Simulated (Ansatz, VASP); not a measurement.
One calculation of K4Ti2Be, two programs

Contents of INCAR:

```
SYSTEM = K4Ti2Be
PREC     = Accurate       ! precision mode
ENCUT    = 520            ! plane-wave cutoff, eV
EDIFF    = 1E-6           ! SCF threshold, eV
ISMEAR   = 0              ! smearing method
SIGMA    = 0.1269         ! smearing width, eV
LREAL    = .False.        ! projectors in reciprocal space
LASPH    = .True.         ! aspherical terms in the spheres
NELM     = 100            ! most SCF steps
ALGO     = Normal         ! electronic algorithm
ISIF     = 2              ! what is computed and relaxed
LWAVE    = .False.        ! write WAVECAR
LCHARG   = .False.        ! write CHGCAR
GGA      = PE             ! functional
NBANDS   = 40             ! bands
```

File KPOINTS:

```
regular mesh
0
Gamma
  4 4 4
  0 0 0
```

POSCAR

```
K4Ti2Be
1.0
    2.8010070000      4.8514860000      0.0000000000
   -2.8010070000      4.8514860000      0.0000000000
    0.0000000000     -3.2343210000      8.4808770000
Be K Ti
1 4 2
Direct
    0.0000000000      0.0000000000      0.0000000000
    0.3761500000      0.3761500000      0.1284500000
    0.6238500000      0.6238500000      0.8715500000
    0.2083300000      0.2083300000      0.6249900000
    0.7916700000      0.7916700000      0.3750100000
    0.0798500000      0.0798500000      0.2395500000
    0.9201500000      0.9201500000      0.7604500000
```

Input for Ansatz:

```yaml
crystal:
  lattice:
    - [2.801007, 4.851486, 0.0]
    - [-2.801007, 4.851486, 0.0]
    - [0.0, -3.234321, 8.480877]
  atoms:
    - { symbol: Be, position: [0.0, 0.0, 0.0] }
    - { symbol: K, position: [0.37615, 0.37615, 0.12845] }
    - { symbol: K, position: [0.62385, 0.62385, 0.87155] }
    - { symbol: Ti, position: [0.07985, 0.07985, 0.23955] }
    - { symbol: Ti, position: [0.92015, 0.92015, 0.76045] }
    - { symbol: K, position: [0.20833, 0.20833, 0.62499] }
    - { symbol: K, position: [0.79167, 0.79167, 0.37501] }
  symmetry: { tolerance: 0.0003 }
kpoints:
  mp_grid: { grid: [4, 4, 4], shift: [0, 0, 0] }
magnetization:
  spin_polarized: false
scf:
  occupations: { method: gaussian, width: 0.1269 }
  n_extra_bands: 4
hamiltonian:
  pseudopotentials: { kind: paw }
  xc: pbe
basis:
  ecutwfc: 420
output:
  forces: true
  stress: true
  eigenvalues: true
```

Alike in both runs: task single point; functional PBE; k mesh 4 × 4 × 4; occupations gaussian, width 0.1269 eV; no spin polarisation.

|  | VASP | Ansatz |
| --- | --- | --- |
| version | VASP 6.6.1 | Ansatz 0.2.0 |
| potentials or method | VASP PAW PBE potentials, release 64 (Be, K_sv, Ti_sv), cutoff 520 eV | PAW plane waves |
| valence electrons in the cell | 62 | 62 |

VASP gave:

* gap on the k mesh at the Fermi level (eV): none
* pressure (GPa): 5.9
* rms of the force components (eV/Å): 0.525

**Question.** What did Ansatz give for the same quantities?

**Answer.** gap on the k mesh at the Fermi level (eV): none; pressure (GPa): 5.9; rms of the force components (eV/Å): 0.523.

A gap of «none» marks a metal or a gap that the smearing closes. Ansatz's warnings: structure snapped to symmetry.
